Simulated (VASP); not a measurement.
# Al23N24 (a cell with a defect) in VASP: a series of runs

Runs on Al23N24 (a cell with a defect). Level: PBE. Tasks: single point.

Program: VASP 6.6.1. These are calculated values, not measurements. Logs are shortened: lines on timing, memory, paths and dates and some standing lists are left out, and cuts for length are marked.

**1. The cell of the first run**

The cell holds a defect, 47 atoms: a = 9.339 Å, b = 6.226 Å, c = 9.962 Å, α = 90.00°, β = 90.00°, γ = 120.00°.

**2. Single point, PBE**

Contents of INCAR:

```
SYSTEM = Al23N24
PREC = Accurate
ENCUT = 520
EDIFF = 1E-7
ISMEAR = -1
SIGMA = 0.01
LREAL = Auto
LASPH = .TRUE.
NELM = 100
ALGO = Normal
ISIF = 2
LWAVE = .FALSE.
LCHARG = .FALSE.
GGA = PE
NELECT = 192.0
NBANDS = 124
```

Contents of KPOINTS:

```
Automatic mesh
0
G
  3 4 2
  0 0 0
```

Contents of POSCAR:

```
Al23N24
1.0
    9.3390000000      0.0000000000      0.0000000000
   -3.1130000000      5.3918741640      0.0000000000
    0.0000000000      0.0000000000      9.9620000000
Al N
23 24
Direct
    0.1115117363      0.3337505526      0.4871233909
    0.1173988206      0.8380624696     -0.0052779234
    0.1130653866      0.8345247975      0.5009392425
    0.4356417328      0.3275985825     -0.0025864680
    0.4438363222      0.3317408929      0.5006800832
    0.4401719980      0.8306540888     -0.0035310758
    0.4449698274      0.8349315081      0.5004665660
    0.7820785067      0.3319259479     -0.0023127236
    0.7777142646      0.3335024142      0.5002802115
    0.7803740198      0.8389037845     -0.0027572215
    0.7771824046      0.8322470620      0.4998865702
    0.2201242492      0.1671618481      0.2456828181
    0.2195371315      0.1683874702      0.7564486449
    0.2209477572      0.6633474668      0.2449502949
    0.2202639803      0.6616340495      0.7565233710
    0.5560636791      0.1676361851      0.2471184530
    0.5551927313      0.1666924444      0.7549195664
    0.5548141587      0.6655984963      0.2474236582
    0.5567028559      0.6675539110      0.7527078140
    0.8912343304      0.1680830294      0.2464062373
    0.8922021048      0.1691569294      0.7540631727
    0.8909903591      0.6680300981      0.2470103541
    0.8898506464      0.6668623592      0.7512537406
    0.1106840790      0.3330477583      0.2222558538
    0.1109658706      0.3336715365      0.6823829215
    0.1111239084      0.8331119116      0.1901436076
    0.1094599588      0.8317447331      0.6889559093
    0.4448234247      0.3333000195      0.1912907935
    0.4459426703      0.3350192329      0.6898459720
    0.4464773236      0.8352928000      0.1906507404
    0.4471026165      0.8349891847      0.6899591284
    0.7780646900      0.3345239898      0.1911022597
    0.7769209924      0.3348011871      0.6891204421
    0.7768860166      0.8310489315      0.1908302560
    0.7777848887      0.8307509884      0.6887654251
    0.2254794656      0.1628597771      0.4411387417
    0.2268728410      0.1581214450      0.9373609715
    0.2264213650      0.6759508851      0.4408616773
    0.2304792972      0.6867673486      0.9374310119
    0.5565926781      0.1682935706      0.4392969616
    0.5585873590      0.1738295640      0.9440747965
    0.5547427756      0.6652901479      0.4394629980
    0.5542940231      0.6623859871      0.9421688855
    0.8819718257      0.1611213469      0.4413902241
    0.8670298777      0.1492900749      0.9342599374
    0.8895322200      0.6670743369      0.4389154738
    0.8887797180      0.6663935207      0.9409162341
```

Potentials or basis: VASP PAW PBE potentials, release 64 (Al, N).

Launch:

```sh
> cat potpaw_PBE.64/Al/POTCAR potpaw_PBE.64/N/POTCAR > POTCAR
> mpirun -np 1 vasp_std > vasp.out
```

OUTCAR:

```text
SYSTEM = Al23N24
   PREC = Accurate
   ENCUT = 520
   EDIFF = 1E-7
   ISMEAR = -1
   LREAL = Auto
   LASPH = .TRUE.
   NELM = 100
   ISIF = 2
   GGA = PE
   NELECT = 192.0

 ion  position               nearest neighbor table
   1  0.112  0.334  0.487-  36 1.90  38 1.90  44 1.91  25 1.95  20 2.99  12 2.99  14 3.00   5 3.11
                             3 3.11   3 3.12   9 3.12   7 3.12  11 3.12  21 3.20  13 3.21  15 3.21
   2  0.117  0.838  0.995-  37 1.82  39 1.82  47 1.93  26 1.95  13 2.97  15 2.97   4 3.01   6 3.04
                            23 3.04  14 3.06  12 3.07  22 3.11   8 3.14  10 3.15
   3  0.113  0.835  0.501-  36 1.87  38 1.87  27 1.87  46 1.91  23 3.08   5 3.09   7 3.10  22 3.10
                            12 3.11   1 3.11  15 3.12  13 3.12   1 3.12  14 3.12   9 3.13  11 3.13
   4  0.436  0.328  0.997-  37 1.79  43 1.89  41 1.90  28 1.93  13 2.97   2 3.01  12 3.03  17 3.03
                            19 3.05  18 3.09  16 3.09   6 3.11   6 3.12  10 3.20   8 3.22
   5  0.444  0.332  0.501-  36 1.86  29 1.88  40 1.89  42 1.90   3 3.09  19 3.10  16 3.10   7 3.10
                            18 3.10  17 3.10   9 3.11   1 3.11  11 3.11  12 3.12   7 3.13  13 3.13
   6  0.440  0.831  0.996-  39 1.80  43 1.91  41 1.92  30 1.94  15 2.98  17 3.01  19 3.04   2 3.04
                            14 3.04  16 3.09  18 3.09   4 3.11   4 3.12  10 3.15   8 3.16
   7  0.445  0.835  0.500-  38 1.86  31 1.89  40 1.90  42 1.90  19 3.09  16 3.10  18 3.10   3 3.10
                             5 3.10  17 3.10   9 3.11  11 3.11   1 3.12  14 3.12   5 3.13  15 3.13
   8  0.782  0.332  0.998-  45 1.80  41 1.89  47 1.89  32 1.93  21 3.00  17 3.04  20 3.04  23 3.05
                            10 3.06  22 3.07  16 3.08   2 3.14   6 3.16  10 3.16   4 3.22
   9  0.778  0.334  0.500-  44 1.87  33 1.88  40 1.89  46 1.90  23 3.08  16 3.09  22 3.10   7 3.11
                            11 3.11  20 3.11  17 3.11  21 3.11   5 3.11  11 3.12   1 3.12   3 3.13
  10  0.780  0.839  0.997-  45 1.79  47 1.89  43 1.91  34 1.93  21 3.01  19 3.03  23 3.05  20 3.05
                             8 3.06  22 3.08  18 3.09   2 3.15   6 3.15   8 3.16   4 3.20
  11  0.777  0.832  0.500-  44 1.87  35 1.88  42 1.90  46 1.90  23 3.09  19 3.09  18 3.09  22 3.10
[... 35 lines left out ...]
  34  0.777  0.831  0.191-  18 1.88  22 1.89  20 1.90  10 1.93
  35  0.778  0.831  0.689-  11 1.88  23 1.90  19 1.90  21 1.94
  36  0.225  0.163  0.441-   5 1.86   3 1.87   1 1.90  12 1.95
  37  0.227  0.158  0.937-   4 1.79  13 1.81   2 1.82
  38  0.226  0.676  0.441-   7 1.86   3 1.87   1 1.90  14 1.95
  39  0.230  0.687  0.937-   6 1.80  15 1.81   2 1.82
  40  0.557  0.168  0.439-   9 1.89   5 1.89   7 1.90  16 1.91
  41  0.559  0.174  0.944-  17 1.88   8 1.89   4 1.90   6 1.92
  42  0.555  0.665  0.439-  11 1.90   5 1.90   7 1.90  18 1.91
  43  0.554  0.662  0.942-  19 1.89   4 1.89   6 1.91  10 1.91
  44  0.882  0.161  0.441-  11 1.87   9 1.87   1 1.91  20 1.94
  45  0.867  0.149  0.934-  10 1.79   8 1.80  21 1.81
  46  0.890  0.667  0.439-  11 1.90   9 1.90   3 1.91  22 1.91
  47  0.889  0.666  0.941-  23 1.89   8 1.89  10 1.89   2 1.93

  Warning from LATTYP: Monoclinic adjustment (A1->A3, A2->A1, A3->A2)!
  Warning from LATTYP: Got some problem with cell dimensions!
  Tried to take original basis but could not verify dimensions!
  LATTYP: Found a simple monoclinic cell.
 ALAT       =     6.2260000000
 B/A-ratio  =     1.6000642467
 C/A-ratio  =     1.3228756555
 COS(beta)  =    -0.1889822365

  Lattice vectors:

 A1 = (  -3.1130000000,   5.3918741640,   0.0000000000)
 A2 = (   0.0000000000,   0.0000000000,  -9.9620000000)
 A3 = (  -6.2260000000,  -5.3918741640,   0.0000000000)

Analysis of symmetry for initial positions (statically):
=====================================================================
 Subroutine PRICEL returns:
 Original cell was already a primitive cell.

 Routine SETGRP: Setting up the symmetry group for a
 simple monoclinic supercell.

 Subroutine GETGRP returns: Found  1 space group operations
 (whereof  1 operations were pure point group operations)
 out of a pool of  4 trial point group operations.

The static configuration has the point symmetry C_1 .

Analysis of symmetry for dynamics (positions and initial velocities):
=====================================================================
 Subroutine PRICEL returns:
 Original cell was already a primitive cell.

 Routine SETGRP: Setting up the symmetry group for a
 simple monoclinic supercell.

 Subroutine GETGRP returns: Found  1 space group operations
 (whereof  1 operations were pure point group operations)
 out of a pool of  4 trial point group operations.

The dynamic configuration has the point symmetry C_1 .

 Subroutine INISYM returns: Found  1 space group operations
 (whereof  1 operations are pure point group operations),
 and found     1 'primitive' translations

[... 127 lines left out ...]

  Length of vectors
[... 33 lines left out ...]
   NGXF,Y,Z  is equivalent  to a cutoff of  24.92, 25.63, 26.70 a.u.
 SYSTEM =  Al23N24
   PREC   = accura    normal or accurate (medium, high low for compatibility)
   ISTART =      0    job   : 0-new  1-cont  2-samecut
   ICHARG =      2    charge: 1-file 2-atom 10-const
   ISPIN  =      1    spin polarized calculation?
   LNONCOLLINEAR =      F non collinear calculations
   LSORBIT =      F    spin-orbit coupling
   LASPH  =      T    aspherical Exc in radial PAW
   ENCUT  =  520.0 eV  38.22 Ry    6.18 a.u.  17.36 11.58 18.52*2*pi/ulx,y,z
   NELM   =    100;   NELMIN=  2; NELMDL= -5     # of ELM steps
   EDIFF  = 0.1E-06   stopping-criterion for ELM
   LREAL  =      T    real-space projection
   EDIFFG = 0.1E-05   stopping-criterion for IOM
   NSW    =      0    number of steps for IOM
   IBRION =     -1    ionic relax: 0-MD 1-quasi-New 2-CG
   NFREE  =      0    steps in history (QN), initial steepest desc. (CG)
   ISIF   =      2    stress and relaxation
   ISYM   =      2    0-nonsym 1-usesym 2-fastsym
   POTIM  = 0.5000    time-step for ionic-motion
   TEBEG  =    0.0;   TEEND  =   0.0 temperature during run
   PSTRESS=    0.0 pullay stress
   NELECT =     192.0000    total number of electrons
   NUPDOWN=      -1.0000    fix difference up-down
   EMIN   =  10.00;   EMAX   =-10.00  energy-range for DOS
   EFERMI =   0.00;   METHOD = LEGACY
   ISMEAR =    -1;   SIGMA  =   0.01  broadening in eV -4-tet -1-fermi 0-gaus
   EFERMI_NEDOS =   21; number of points for ismear=-14 and -15
   IALGO  =     38    algorithm
   IMIX   =      4    mixing-type and parameters
     AMIX     =   0.40;   BMIX     =  1.00
     AMIX_MAG =   1.60;   BMIX_MAG =  1.00
  volume/ion in A,a.u.               =      10.67        72.03
  Fermi-wavevector in a.u.,A,eV,Ry     =   1.188629  2.246183 19.222843  1.412839
  Thomas-Fermi vector in A             =   2.324754
   LORBIT       =      0    0 simple, 1 ext, 2 COOP (PROOUT), +10 PAW based schemes
   GGA     = PE    functional components
   LHFCALC =     F    Hartree Fock is set to
   AEXX    =    0.0000 exact exchange contribution
   IVDW    =     0    specifies the selected vdW correction
   LEPSILON=     F    determine dielectric tensor
   LRPA    =     F    only Hartree local field effects (RPA)
 non-spin polarized calculation
  energy-cutoff  :      520.00
  volume of cell :      501.63
 maximum number of plane-waves:     13526
 NGX is ok and might be reduce to    70
   NGX = 35   NGY = 23   NGZ = 37

 number of electron     191.9999983 magnetization

 Free energy of the ion-electron system (eV)
  ---------------------------------------------------
  ext. energy  EPLUGINS =         0.00000000
  ---------------------------------------------------
  free energy    TOTEN  =      -324.03152091 eV

  energy without entropy =     -324.03152091  energy(sigma->0) =     -324.03152091

 E-fermi :   8.0051     XC(G=0): -10.8479

 val. band max:        7.7049595130   @ k =   0.0000   0.0000   0.5000
 cond. band min:       9.9593062307   @ k =   0.0000   0.0000   0.0000
 fundamental gap:      2.2543467178
 Fermi energy:         8.0051396208

 k-point     1 :       0.0000    0.0000    0.0000
  band No.  band energies     occupation
      1      -9.5902      2.00000
      2      -8.7025      2.00000
      3      -8.5303      2.00000
      4      -8.4172      2.00000
      5      -8.2390      2.00000
      6      -7.8431      2.00000
[... 1543 lines left out ...]
    107      12.2478      0.00000
    108      12.4468      0.00000
 [bands above 108 left out]

------------------------ aborting loop because EDIFF is reached ----------------------------------------

  FORCE on cell =-STRESS in cart. coord.  units (eV):
  Direction    XX          YY          ZZ          XY          YZ          ZX
  --------------------------------------------------------------------------------------
  -------------------------------------------------------------------------------------
  Total       44.0195988     44.8294209     41.0418985     -0.3141920     -0.0135646      0.0506942
  in kB      140.5950406    143.1815471    131.0845064     -1.0035040     -0.0433241      0.1619131
  external PRESSURE =     138.2870314 kB  Pullay stress =       0.0000000 kB

 VOLUME and BASIS-vectors are now :
 -----------------------------------------------------------------------------
  energy-cutoff  :      520.00
  volume of cell :      501.63
      direct lattice vectors                 reciprocal lattice vectors
     9.339000000  0.000000000  0.000000000     0.107077846  0.061821423  0.000000000
    -3.113000000  5.391874164  0.000000000     0.000000000  0.185464269  0.000000000
     0.000000000  0.000000000  9.962000000     0.000000000  0.000000000  0.100381450

 POSITION                                       TOTAL-FORCE (eV/Angst)
 -----------------------------------------------------------------------------------
      0.00244      1.79954      4.85272        -0.005500      0.001659     -0.025910
     -1.51250      4.51873      9.90942         0.007588      0.003858      0.020443
     -1.54196      4.49965      4.99036        -0.004985     -0.001166      0.001037
      3.04864      1.76637      9.93623         0.006711      0.000307      0.009459
      3.11228      1.78871      4.98777         0.006644     -0.001488      0.003393
      1.52494      4.47878      9.92682        -0.000945      0.005766      0.010591
[... 39 lines left out ...]
      6.23074      3.59678      4.37248        -0.000811     -0.001324      0.006549
      6.22583      3.59311      9.37341         0.003549      0.002570      0.000598
 -----------------------------------------------------------------------------------
    total drift:                               -0.000313     -0.001055     -0.012211

  FREE ENERGIE OF THE ION-ELECTRON SYSTEM (eV)
  ---------------------------------------------------
  free  energy   TOTEN  =      -324.0315209107 eV

  energy  without entropy=     -324.0315209107  energy(sigma->0) =     -324.03152091
```

Wall time 79 min (1 thread of Intel Xeon Platinum 8488C (Sapphire Rapids), shared host); peak memory 0.87 GiB.

What came out:

- Free energy: -324.0315 eV
- Largest force: 0.027 eV/Å

Forces in eV/Å, atoms in the order of the input:
```
Al  -0.005  0.002 -0.026
Al   0.008  0.004  0.020
Al  -0.005 -0.001  0.001
Al   0.007  0.000  0.009
Al   0.007 -0.001  0.003
Al  -0.001  0.006  0.011
Al   0.003  0.004  0.001
Al  -0.010  0.003  0.005
Al  -0.005  0.000  0.001
Al  -0.002 -0.007  0.010
Al   0.001 -0.002  0.002
Al  -0.001  0.002 -0.007
Al   0.015 -0.003 -0.007
Al   0.002 -0.007 -0.005
Al   0.000  0.010 -0.008
Al  -0.002 -0.002  0.004
Al  -0.001  0.004 -0.002
Al   0.005  0.005 -0.002
Al   0.000 -0.003  0.003
Al   0.006  0.002 -0.002
Al  -0.007 -0.004  0.004
Al  -0.005 -0.005 -0.004
Al   0.001  0.001  0.006
N    0.003  0.000  0.017
N    0.004  0.002  0.022
N    0.009  0.008 -0.002
N   -0.007 -0.005 -0.008
N    0.002 -0.008 -0.003
N   -0.014  0.003 -0.008
N   -0.003  0.007 -0.003
N   -0.005 -0.014 -0.007
N   -0.006 -0.008  0.005
N    0.010  0.003 -0.005
N   -0.006  0.003  0.005
N    0.007  0.007 -0.004
N    0.014 -0.007 -0.003
N   -0.003 -0.017 -0.005
N    0.000  0.015 -0.004
N   -0.017  0.006 -0.007
N    0.001  0.003 -0.008
N    0.007  0.003  0.006
N    0.001 -0.002  0.000
N    0.002 -0.003  0.003
N   -0.012 -0.007  0.000
N    0.002  0.002 -0.017
N   -0.001 -0.001  0.007
N    0.004  0.003  0.001
```

Levels at points of the mesh, in eV from the Fermi level:
| k point | band 92 | band 93 | band 94 | band 95 | band 96 | band 97 | band 98 | band 99 | band 100 | band 101 |
| --- | --- | --- | --- | --- | --- | --- | --- | --- | --- | --- |
| (0.00, 0.00, 0.00) | -2.36 | -2.33 | -1.42 | -1.08 | -0.31 | 1.95 | 2.97 | 3.02 | 3.37 | 3.42 |
| (0.00, 0.50, 0.00) | -2.40 | -2.01 | -1.55 | -1.22 | -0.71 | 3.03 | 3.08 | 3.74 | 3.84 | 3.97 |
| (0.00, 0.00, 0.50) | -2.43 | -2.35 | -1.51 | -1.08 | -0.30 | 2.68 | 2.74 | 2.96 | 3.08 | 3.22 |
| (0.00, 0.50, 0.50) | -2.42 | -2.04 | -1.56 | -1.21 | -0.71 | 3.45 | 3.52 | 3.57 | 3.64 | 3.68 |

Caveat: the cell carries a net charge on a neutralising background, which shifts energy and pressure; the cell is charged against a uniform background, so pressure and absolute levels hang on convention.

(Part 1 of 2 ends here.)
